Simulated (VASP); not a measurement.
Y, 1 atom in the cell. It takes space group Pm-3m (No. 221, cubic). The conventional cell has a = 2.598 Å, b = 2.598 Å, c = 2.598 Å, α = 90.00°, β = 90.00°, γ = 90.00°. Within 3.4 Å of Y (site symmetry m-3m) lie 6 Y at 2.60 Å. 

| Property | Result |
| --- | --- |
| Program | VASP 6.6.1 |
| Task | single point |
| Functional | r2SCAN |
| Potentials or basis | VASP PAW PBE potentials, release 64 (Y_sv) |
| Cutoff | 520 eV |
| k mesh | 12 × 12 × 12 |
| Occupations | fermi-dirac, width 0.1 eV |
| Spin | no spin polarisation |
| Dipole correction | no |
| Further INCAR settings | ALGO = Normal; EDIFF = 1e-07; NBANDS = 12 |

Potentials or basis: VASP PAW PBE potentials, release 64 (Y_sv).

Launch:

```sh
$ cat potpaw_PBE.64/Y_sv/POTCAR > POTCAR
$ cp INCAR.step1 INCAR
$ mpirun -np 1 vasp_std > vasp.out
$ cp INCAR.step2 INCAR
$ mpirun -np 1 vasp_std > vasp.out
```

Hardware: 1 thread of Intel(R) Xeon(R) Platinum 8488C (Sapphire Rapids), on a shared host.

How long does it take, and how much memory?

Wall time 66 s on 1 thread of Intel(R) Xeon(R) Platinum 8488C (Sapphire Rapids), with other jobs on the host, peak memory 0.15 GiB. Counts: k points 84.
